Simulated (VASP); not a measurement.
Here is a VASP 6.6.1 calculation.

INCAR

```
  PREC = Accurate
  ENCUT = 600
  EDIFF = 1E-6
  ISMEAR = -1
  SIGMA = 0.1
  LREAL = F
  LASPH = T
  NELM = 100
  ALGO = Normal
  ISIF = 4
  LWAVE = F
  LCHARG = F
  GGA = PE
  IBRION = 2
  NSW = 50
  EDIFFG = -0.005
```

The input KPOINTS:

```
regular mesh
0
Gamma
  18 18 18
```

Contents of POSCAR:

```
Re
1.0
   -2.2881414701      2.2881414701      1.1830247221
    2.2881414701     -2.2881414701      1.1830247221
    2.2881414701      2.2881414701     -1.1830247221
Re
2
Direct
   -0.3750000000     -0.1250000000     -0.2500000000
    0.3750000000      0.1250000000      0.2500000000
```

Potentials or basis: VASP PAW PBE potentials, release 64 (Re).

Run with:

```bash
$ cat potpaw_PBE.64/Re/POTCAR > POTCAR
$ mpirun -np 1 vasp_std > vasp.out
```

**Question.** Predict the band gap on the k mesh.

**Answer.** Zero (bands 7 and 8 overlap by 3.05 eV).

Final structure:
```cif
data_structure
_symmetry_space_group_name_H-M 'P 1'
_symmetry_Int_Tables_number 1
_cell_length_a 3.4378
_cell_length_b 3.4378
_cell_length_c 3.4378
_cell_angle_alpha 96.895
_cell_angle_beta 96.895
_cell_angle_gamma 139.454
_cell_volume 24.78
loop_
_atom_site_label
_atom_site_type_symbol
_atom_site_fract_x
_atom_site_fract_y
_atom_site_fract_z
_atom_site_occupancy
Re1 Re 0.62500 0.87500 0.75000 1
Re2 Re 0.37500 0.12500 0.25000 1
```

Caveat: spin-orbit coupling is left out, which moves the levels of the heavy elements.
